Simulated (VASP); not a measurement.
Set up this calculation in VASP 6.6.1, as the native input.

```yaml
Task: relaxation of cell and atoms
Functional: PBEsol
Potentials_or_basis: VASP PAW PBE potentials, release 64 (Mg, O)
Cutoff: 600 eV
k_mesh: 6 × 6 × 4
Occupations: fermi-dirac, width 0.01 eV
Spin: no spin polarisation
Target_pressure: 10 GPa
Dipole_correction: no
Further_INCAR_settings: ALGO = Normal; EDIFF = 1e-06; IBRION = 2; EDIFFG = -0.01; NSW = 80; ISIF = 3
```

The structure of MgO lies in POSCAR:

```
MgO
1.0
    3.4863780000      0.0000000000      0.0000000000
   -1.7431890000      3.0192920000      0.0000000000
    0.0000000000      0.0000000000      4.1780410000
Mg O
2 2
Direct
    0.6666666667      0.3333333333      0.7500000000
    0.3333333333      0.6666666667      0.2500000000
    0.6666666667      0.3333333333      0.2500000000
    0.3333333333      0.6666666667      0.7500000000
```

The input as run:

INCAR

```
SYSTEM = MgO
ALGO = Normal ; EDIFF = 1E-6
EDIFFG = -0.01 ; ENCUT = 600
GGA = PS ; IBRION = 2
ISIF = 3 ; ISMEAR = -1
LASPH = .True. ; LCHARG = .False.
LREAL = .False. ; LWAVE = .False.
NELM = 100 ; NSW = 80
PREC = Accurate ; PSTRESS = 100.0
SIGMA = 0.01
```

KPOINTS

```
k-points
0
Gamma
  6 6 4
  0 0 0
```

Potentials or basis: VASP PAW PBE potentials, release 64 (Mg, O).

The run is started by

```sh
$ cat potpaw_PBE.64/Mg/POTCAR potpaw_PBE.64/O/POTCAR > POTCAR
$ mpirun -np 1 vasp_std > vasp.out
```

Results of the run:

* Relaxed volume: 10.35 Å³/atom
* Relaxed cell: a = 3.412 Å, b = 3.412 Å, c = 4.106 Å, α = 90.00°, β = 90.00°, γ = 120.00°
* Space group after relaxing (to 0.1 Å): P6_3/mmc (No. 194)
* Energy change on relaxing (the run minimises the enthalpy): +20.1 meV/atom
* Ionic steps: 7
* Pressure after relaxing: 9.9 GPa
* Band gap on the k mesh: 3.62 eV

Caveat: the cell is relaxed towards a set pressure, so the run minimises the enthalpy, not the energy; the PAW data sets were made with another functional, which shifts forces and pressure a little.

It took 93 s on 1 thread of Intel Xeon 8259CL (shared host), peak memory 0.18 GiB.
